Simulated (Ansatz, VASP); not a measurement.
Ti3Pt in VASP and in Ansatz

```
Ti Pt
1.0
     5.02466    0.00000    0.00000
     0.00000    5.02466    0.00000
     0.00000    0.00000    5.02466
Ti Pt
6 2
Direct
  0.25000 0.00000 0.50000
  0.50000 0.75000 0.00000
  0.75000 0.00000 0.50000
  0.50000 0.25000 0.00000
  0.00000 0.50000 0.75000
  0.00000 0.50000 0.25000
  0.00000 0.00000 0.00000
  0.50000 0.50000 0.50000
```

Alike in both runs: functional r2SCAN; k mesh 6 × 6 × 6; occupations fermi-dirac, width 0.1 eV; no spin polarisation.

Ansatz relaxed the structure, and its values are those at the end. VASP's run is a single point on that final structure, the one shown.

|  | VASP | Ansatz |
| --- | --- | --- |
| version | VASP 6.6.1 | Ansatz 0.2.0 |
| potentials or method | VASP PAW PBE potentials, release 64 (Ti_sv, Pt), cutoff 520 eV | PAW plane waves |
| valence electrons in the cell | 92 | 108 |

|  | VASP | Ansatz | Ansatz less VASP |
| --- | --- | --- | --- |
| gap on the k mesh at the Fermi level (eV) | none | none | - |
| pressure (GPa) | 0.5 | 0.0 | -0.52 |

VASP's potentials were made for PBE, not for r2SCAN. A gap of «none» marks a metal or a gap that the smearing closes. VASP's potentials hold 92 valence electrons a cell and Ansatz's 108, so a difference there can come from the potentials and not from the codes.

Spin-orbit coupling is off throughout.
